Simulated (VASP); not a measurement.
# Li2TiO2 (P4/mmm) in VASP: single point with PBE

Aim: the single point of Li2TiO2 with PBE.

Everything below comes from runs of VASP 6.6.1. Logs are shortened: lines on timing, memory, paths and dates and some standing lists are left out, and cuts for length are marked.

### 1 The cell of the first run

Symmetry: P4/mmm, No. 123, tetragonal system. Conventional cell: a = 4.603 Å, b = 4.603 Å, c = 3.741 Å, α = 90.00°, β = 90.00°, γ = 90.00°. Li (site symmetry mmm) has 2 Ti at 2.30 Å and 6 O at 2.30 to 2.97 Å within 3.0 Å. Within 2.5 Å of Ti (site symmetry 4/mmm) lie 2 O at 1.87 Å and 4 Li at 2.30 Å. Within 2.5 Å of O (site symmetry 4/mmm) lie 2 Ti at 1.87 Å. Within 3.0 Å of O (site symmetry 4/mmm) lie 4 Li at 2.30 Å.

The cell was generated, and may not be a known phase.

### 2 Single point, PBE, collinear spin

Input file INCAR:

```
SYSTEM = Li2TiO2
ALGO     = Normal         ! electronic algorithm
EDIFF    = 1E-6           ! SCF threshold, eV
ENCUT    = 750            ! plane-wave cutoff, eV
GGA      = PE             ! functional
GGA_COMPAT= .FALSE.      
ISIF     = 2              ! what is computed and relaxed
ISMEAR   = 0              ! smearing method
ISPIN    = 2              ! spin polarisation
LASPH    = .TRUE.         ! aspherical terms in the spheres
LCHARG   = .TRUE.         ! write CHGCAR
LELF     = .TRUE.         ! ELF
LMAXMIX  = 4              ! l up to which the mixer works
LORBIT   = 11             ! projections on sites
LREAL    = .FALSE.        ! projectors in reciprocal space
LVHAR    = .TRUE.       
LWAVE    = .FALSE.        ! write WAVECAR
MAGMOM   = 0 0 0.99 0 0   ! initial moments
NBANDS   = 27             ! bands
NELM     = 200            ! most SCF steps
PREC     = Accurate       ! precision mode
SIGMA    = 0.1            ! smearing width, eV
```

Input file KPOINTS:

```
k-points
0
G
  8 8 10
  0 0 0
```

Input file POSCAR:

```
Li2TiO2
1.0
    4.6025257190      0.0000000000      0.0000000000
    0.0000000000      4.6025257190      0.0000000000
    0.0000000000      0.0000000000      3.7409119996
Li Ti O
2 1 2
Direct
    0.5000000000      0.0000000000      0.0000000000
    0.0000000000      0.5000000000      0.0000000000
    0.0000000000      0.0000000000      0.0000000000
    0.0000000000      0.0000000000      0.5000000000
    0.5000000000      0.5000000000      0.0000000000
```

Potentials or basis: VASP PAW PBE potentials, release 64 (Li_sv, Ti_sv, O).

Run with:

```
> cat potpaw_PBE.64/Li_sv/POTCAR potpaw_PBE.64/Ti_sv/POTCAR potpaw_PBE.64/O/POTCAR > POTCAR
> mpirun -np 1 vasp_std > vasp.out
```

OUTCAR:

```text
SYSTEM = Li2TiO2
   EDIFF = 1E-6
   ENCUT = 750
   GGA = PE
   ISIF = 2
   ISMEAR = 0
   ISPIN = 2
   LASPH = .TRUE.
   LORBIT = 11
   LREAL = .FALSE.
   NELM = 200
   PREC = Accurate

 ion  position               nearest neighbor table
   1  0.500  0.000  0.000-   3 2.30   3 2.30
   2  0.000  0.500  0.000-   3 2.30   3 2.30
   3  0.000  0.000  0.000-   4 1.87   4 1.87   1 2.30   2 2.30   2 2.30   1 2.30
   4  0.000  0.000  0.500-   3 1.87   3 1.87
   5  0.500  0.500  0.000-

  LATTYP: Found a simple tetragonal cell.
 ALAT       =     4.6025257190
 C/A-ratio  =     0.8127954580

  Lattice vectors:

 A1 = (   4.6025257190,   0.0000000000,   0.0000000000)
 A2 = (   0.0000000000,   4.6025257190,   0.0000000000)
 A3 = (   0.0000000000,   0.0000000000,   3.7409119996)

Analysis of symmetry for initial positions (statically):
=====================================================================
 Subroutine PRICEL returns:
 Original cell was already a primitive cell.

 Routine SETGRP: Setting up the symmetry group for a
 simple tetragonal supercell.

 Subroutine GETGRP returns: Found 16 space group operations
 (whereof 16 operations were pure point group operations)
 out of a pool of 16 trial point group operations.

The static configuration has the point symmetry D_4h.

Analysis of symmetry for dynamics (positions and initial velocities):
=====================================================================
 Subroutine PRICEL returns:
 Original cell was already a primitive cell.

 Routine SETGRP: Setting up the symmetry group for a
 simple tetragonal supercell.

 Subroutine GETGRP returns: Found 16 space group operations
 (whereof 16 operations were pure point group operations)
 out of a pool of 16 trial point group operations.

The dynamic configuration has the point symmetry D_4h.

Analysis of structural, dynamic, and magnetic symmetry:
=====================================================================
 Subroutine PRICEL returns:
 Original cell was already a primitive cell.

 Routine SETGRP: Setting up the symmetry group for a
 simple tetragonal supercell.

 Subroutine GETGRP returns: Found 16 space group operations
 (whereof 16 operations were pure point group operations)
 out of a pool of 16 trial point group operations.

The overall configuration has the point symmetry D_4h.

 Subroutine INISYM returns: Found 16 space group operations
 (whereof 16 operations are pure point group operations),
 and found     1 'primitive' translations

----------------------------------------------------------------------------------------

                                     Primitive cell

  volume of cell :      79.2446

  direct lattice vectors                    reciprocal lattice vectors
     4.602525719  0.000000000  0.000000000     0.217272007  0.000000000  0.000000000
     0.000000000  4.602525719  0.000000000     0.000000000  0.217272007  0.000000000
     0.000000000  0.000000000  3.740912000     0.000000000  0.000000000  0.267314494

  length of vectors
     4.602525719  4.602525719  3.740912000     0.217272007  0.217272007  0.267314494

  position of ions in fractional coordinates (direct lattice)
     0.500000000  0.000000000  0.000000000
     0.000000000  0.500000000  0.000000000
     0.000000000  0.000000000  0.000000000
     0.000000000  0.000000000  0.500000000
     0.500000000  0.500000000  0.000000000

  ion indices of the primitive-cell ions
   primitive index   ion index
                 1           1
                 2           2
                 3           3
                 4           4
                 5           5

----------------------------------------------------------------------------------------

 KPOINTS: k-points

Automatic generation of k-mesh.
 Grid dimensions read from file:
 generate k-points for:    8    8   10

 Generating k-lattice:

  Cartesian coordinates                     Fractional coordinates (reciprocal lattice)
     0.027159001  0.000000000  0.000000000     0.125000000  0.000000000  0.000000000
     0.000000000  0.027159001  0.000000000     0.000000000  0.125000000  0.000000000
     0.000000000  0.000000000  0.026731449     0.000000000  0.000000000  0.100000000

  Length of vectors
     0.027159001  0.027159001  0.026731449

  Shift w.r.t. Gamma in fractional coordinates (k-lattice)
     0.000000000  0.000000000  0.000000000

 Subroutine IBZKPT returns following result:
 ===========================================

 Found     90 irreducible k-points:

 Following reciprocal coordinates:
            Coordinates               Weight
  0.000000  0.000000  0.000000      1.000000
  0.125000  0.000000  0.000000      4.000000
  0.250000  0.000000  0.000000      4.000000
  0.375000  0.000000  0.000000      4.000000
  0.500000  0.000000  0.000000      2.000000
  0.125000  0.125000  0.000000      4.000000
[... 16 lines left out ...]
  0.375000  0.125000  0.100000     16.000000
  0.500000  0.125000  0.100000      8.000000
 [... further k-points ...]
   k-points           NKPTS =     90   k-points in BZ     NKDIM =     90   number of bands    NBANDS=     27
   number of dos      NEDOS =    301   number of ions     NIONS =      5
   total plane-waves  NPLWV =  63504
   dimension x,y,z NGX =    42 NGY =   42 NGZ =   36
   dimension x,y,z NGXF=    84 NGYF=   84 NGZF=   72
   ions per type =               2   1   2
   NGX,Y,Z   is equivalent  to a cutoff of  15.17, 15.17, 16.00 a.u.
   NGXF,Y,Z  is equivalent  to a cutoff of  30.34, 30.34, 32.00 a.u.
 SYSTEM =  Li2TiO2
   PREC   = accura    normal or accurate (medium, high low for compatibility)
   ISTART =      0    job   : 0-new  1-cont  2-samecut
   ICHARG =      2    charge: 1-file 2-atom 10-const
   ISPIN  =      2    spin polarized calculation?
   LNONCOLLINEAR =      F non collinear calculations
   LSORBIT =      F    spin-orbit coupling
   LASPH  =      T    aspherical Exc in radial PAW
   ENCUT  =  750.0 eV  55.12 Ry    7.42 a.u.  10.28 10.28  8.35*2*pi/ulx,y,z
   NELM   =    200;   NELMIN=  2; NELMDL= -5     # of ELM steps
   EDIFF  = 0.1E-05   stopping-criterion for ELM
   LREAL  =      F    real-space projection
   EDIFFG = 0.1E-04   stopping-criterion for IOM
   NSW    =      0    number of steps for IOM
   IBRION =     -1    ionic relax: 0-MD 1-quasi-New 2-CG
   NFREE  =      0    steps in history (QN), initial steepest desc. (CG)
   ISIF   =      2    stress and relaxation
   ISYM   =      2    0-nonsym 1-usesym 2-fastsym
   POTIM  = 0.5000    time-step for ionic-motion
   TEBEG  =    0.0;   TEEND  =   0.0 temperature during run
   PSTRESS=    0.0 pullay stress
   NELECT =      30.0000    total number of electrons
   NUPDOWN=      -1.0000    fix difference up-down
   EMIN   =  10.00;   EMAX   =-10.00  energy-range for DOS
   EFERMI =   0.00;   METHOD = LEGACY
   ISMEAR =     0;   SIGMA  =   0.10  broadening in eV -4-tet -1-fermi 0-gaus
   EFERMI_NEDOS =   21; number of points for ismear=-14 and -15
   IALGO  =     38    algorithm
   IMIX   =      4    mixing-type and parameters
     AMIX     =   0.40;   BMIX     =  1.00
     AMIX_MAG =   1.60;   BMIX_MAG =  1.00
  volume/ion in A,a.u.               =      15.85       106.95
  Fermi-wavevector in a.u.,A,eV,Ry     =   1.184291  2.237986 19.082801  1.402546
  Thomas-Fermi vector in A             =   2.320509
   LORBIT       =     11    0 simple, 1 ext, 2 COOP (PROOUT), +10 PAW based schemes
   GGA     = PE    functional components
   LHFCALC =     F    Hartree Fock is set to
   AEXX    =    0.0000 exact exchange contribution
   IVDW    =     0    specifies the selected vdW correction
   LEPSILON=     F    determine dielectric tensor
   LRPA    =     F    only Hartree local field effects (RPA)
 spin polarized calculation
 Gauss-broadening in eV      SIGMA  =   0.10
  energy-cutoff  :      750.00
  volume of cell :       79.24
 maximum number of plane-waves:      3720
 NGX is ok and might be reduce to    42
   NGX = 21   NGY = 21   NGZ = 17

 number of electron      29.9999994 magnetization       1.9485299

 Free energy of the ion-electron system (eV)
  ---------------------------------------------------
  ext. energy  EPLUGINS =         0.00000000
  ---------------------------------------------------
  free energy    TOTEN  =       -24.49939781 eV

  energy without entropy =      -24.49181017  energy(sigma->0) =      -24.49560399

 E-fermi :   1.9884     XC(G=0):  -8.2673

 val. band max:        1.9810227024   @ k =   0.3750   0.1250   0.3000
 cond. band min:       1.9893828151   @ k =   0.3750   0.3750   0.5000
 fundamental gap:      0.0083601126
 Fermi energy:         1.9884375042

 spin component 1

 k-point     1 :       0.0000    0.0000    0.0000
  band No.  band energies     occupation
      1     -55.8976      1.00000
      2     -44.9427      1.00000
      3     -44.9397      1.00000
      4     -32.3092      1.00000
      5     -32.3092      1.00000
      6     -32.1704      1.00000
[... 709 lines left out ...]
     26      11.1557      0.00000
     27      11.5954      0.00000

 [... further k-points ...]

 spin component 2

 k-point     1 :       0.0000    0.0000    0.0000
  band No.  band energies     occupation
      1     -54.6296      1.00000
      2     -44.8344      1.00000
      3     -44.8316      1.00000
      4     -31.3797      1.00000
      5     -30.7900      1.00000
      6     -30.7900      1.00000
[... 709 lines left out ...]
     26      11.8546      0.00000
     27      11.9405      0.00000

 [... further k-points ...]

------------------------ aborting loop because EDIFF is reached ----------------------------------------

  FORCE on cell =-STRESS in cart. coord.  units (eV):
  Direction    XX          YY          ZZ          XY          YZ          ZX
  --------------------------------------------------------------------------------------
  -------------------------------------------------------------------------------------
  Total       -0.0763409     -0.0763409      0.1060942      0.0000000      0.0000000     -0.0000000
  in kB       -1.5434682     -1.5434682      2.1450244      0.0000000      0.0000000     -0.0000000
  external PRESSURE =      -0.3139706 kB  Pullay stress =       0.0000000 kB

 VOLUME and BASIS-vectors are now :
 -----------------------------------------------------------------------------
  energy-cutoff  :      750.00
  volume of cell :       79.24
      direct lattice vectors                 reciprocal lattice vectors
     4.602525719  0.000000000  0.000000000     0.217272007  0.000000000  0.000000000
     0.000000000  4.602525719  0.000000000     0.000000000  0.217272007  0.000000000
     0.000000000  0.000000000  3.740912000     0.000000000  0.000000000  0.267314494

 POSITION                                       TOTAL-FORCE (eV/Angst)
 -----------------------------------------------------------------------------------
      2.30126      0.00000      0.00000         0.000000      0.000000      0.000000
      0.00000      2.30126      0.00000         0.000000      0.000000      0.000000
      0.00000      0.00000      0.00000         0.000000      0.000000      0.000000
      0.00000      0.00000      1.87046         0.000000      0.000000      0.000000
      2.30126      2.30126      0.00000         0.000000      0.000000      0.000000
 -----------------------------------------------------------------------------------
    total drift:                                0.000000     -0.000000     -0.000000

  FREE ENERGIE OF THE ION-ELECTRON SYSTEM (eV)
  ---------------------------------------------------
  free  energy   TOTEN  =       -24.4993978074 eV

  energy  without entropy=      -24.4918101685  energy(sigma->0) =      -24.49560399

 total charge

# of ion       s       p       d       tot
------------------------------------------
    1        2.027   0.065   0.000   2.092
    2        2.027   0.065   0.000   2.092
    3        2.236   6.134   2.089  10.459
    4        1.574   3.448   0.000   5.021
    5        1.566   3.217   0.000   4.783
--------------------------------------------------
tot          9.430  12.928   2.089  24.447

 magnetization (x)

# of ion       s       p       d       tot
------------------------------------------
    1        0.017   0.034   0.000   0.051
    2        0.017   0.034   0.000   0.051
    3        0.107   0.011   1.301   1.419
    4       -0.002  -0.076   0.000  -0.077
    5        0.008  -0.069   0.000  -0.062
--------------------------------------------------
tot          0.148  -0.067   1.301   1.382
```

Run time: 18 min. Hardware: 1 thread of Oxide Virtual Turin-like, shared host; peak memory 0.6 GiB.

What came out:

```
Free energy                                           : -24.4994 eV
Pressure                                              : 0.0 GPa
Net moment                                            : 1.95 μB per cell
Site moments                                          : Li +0.05; Ti +1.42; O -0.08, -0.06 μB
Valence electrons inside the program's atomic spheres : Li 2.09; Ti 10.46; O 5.02, 4.78
```

Levels at points of the mesh, in eV from the Fermi level:
Spin up:
| k point | band 14 | band 15 | band 16 | band 17 | band 18 | band 19 |
| --- | --- | --- | --- | --- | --- | --- |
| (0.00, 0.00, 0.00) | -1.58 | -0.98 | -0.68 | -0.12 | 0.32 | 0.32 |
| (0.50, 0.00, 0.00) | -1.14 | -0.81 | 0.32 | 0.34 | 0.37 | 0.56 |
| (0.50, 0.50, 0.00) | -1.47 | -1.22 | -0.60 | -0.51 | 0.11 | 0.11 |
| (0.00, 0.00, 0.50) | -1.69 | -0.79 | -0.69 | -0.02 | 2.58 | 2.58 |
| (0.50, 0.00, 0.50) | -1.26 | -1.03 | 0.60 | 0.75 | 2.52 | 2.58 |
| (0.50, 0.50, 0.50) | -1.31 | -1.15 | -1.09 | -0.32 | 2.48 | 2.48 |
Spin down:
| k point | band 12 | band 13 | band 14 | band 15 | band 16 | band 17 |
| --- | --- | --- | --- | --- | --- | --- |
| (0.00, 0.00, 0.00) | -2.20 | -2.20 | -0.74 | -0.40 | 1.15 | 1.15 |
| (0.50, 0.00, 0.00) | -2.81 | -2.53 | -0.78 | 0.99 | 1.07 | 1.19 |
| (0.50, 0.50, 0.00) | -2.01 | -2.01 | -0.66 | 0.12 | 0.64 | 0.95 |
| (0.00, 0.00, 0.50) | -2.26 | -2.26 | -1.71 | 0.81 | 1.27 | 1.48 |
| (0.50, 0.00, 0.50) | -2.48 | -2.38 | -1.32 | 1.18 | 1.67 | 2.00 |
| (0.50, 0.50, 0.50) | -2.13 | -2.13 | -1.36 | 0.57 | 0.90 | 1.15 |
